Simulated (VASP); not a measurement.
Here is a VASP 6.6.1 calculation.

Contents of INCAR:

```
ALGO = Normal
EDIFF = 1E-7
ENCUT = 520
GGA = PE
ISIF = 2
ISMEAR = 0
LASPH = True
LCHARG = False
LREAL = False
LWAVE = False
NBANDS = 22
NELM = 100
PREC = Accurate
SIGMA = 0.1
```

Contents of KPOINTS:

```
k-points
0
Gamma
  8 8 8
```

POSCAR

```
CaMg3Tl
1.0
    5.4558661358      0.0000000000      0.0000000000
    0.0000000000      5.4558661358      0.0000000000
    0.0000000000      0.0000000000      5.4558661358
Ca Mg Tl
1 3 1
Direct
    0.5000000000      0.5000000000      0.5000000000
    0.5000000000      0.0000000000      0.0000000000
    0.0000000000      0.5000000000      0.0000000000
    0.0000000000      0.0000000000      0.5000000000
    0.0000000000      0.0000000000      0.0000000000
```

Potentials or basis: VASP PAW PBE potentials, release 64 (Ca_sv, Mg, Tl_d).

Command:

```console
$ cat potpaw_PBE.64/Ca_sv/POTCAR potpaw_PBE.64/Mg/POTCAR potpaw_PBE.64/Tl_d/POTCAR > POTCAR
$ mpirun -np 1 vasp_std > vasp.out
```

Estimate the pressure.

-0.1 GPa.
